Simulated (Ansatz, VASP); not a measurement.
**GaH6: VASP beside Ansatz**

```
CELL_PARAMETERS angstrom
4.79712 0.00000 0.00000
0.00000 4.79712 0.00000
0.00000 0.00000 4.79712
ATOMIC_POSITIONS crystal
Ga 0.00000 0.00000 0.00000
H 0.07837 0.50000 0.50000
H 0.50000 0.07837 0.50000
H 0.92163 0.50000 0.50000
H 0.50000 0.92163 0.50000
H 0.50000 0.50000 0.07837
H 0.50000 0.50000 0.92163
```

Change from the starting cell: species swapped into the LaB6 type (Pm-3m, No. 221).

Alike in both runs: functional PBE; k mesh 8 × 8 × 8; occupations gaussian, width 0.1 eV; no spin polarisation.

Ansatz relaxed the structure, and its values are those at the end. VASP's run is a single point on that final structure, the one shown.

|  | VASP | Ansatz |
| --- | --- | --- |
| version | VASP 6.6.1 | Ansatz 0.2.0 |
| potentials or method | VASP PAW PBE potentials, release 64 (Ga_d, H), cutoff 520 eV | scalar-relativistic, plane waves, PAW |
| valence electrons in the cell | 19 | 19 |

|  | VASP | Ansatz | Ansatz less VASP |
| --- | --- | --- | --- |
| gap on the k mesh at the Fermi level (eV) | none | none | - |
| pressure (GPa) | -0.1 | 0.0 | +0.14 |
| rms of the force components (eV/Å) | 0.003 | 0.003 | -0.0001 |

A gap of «none» marks a metal or a gap that the smearing closes.
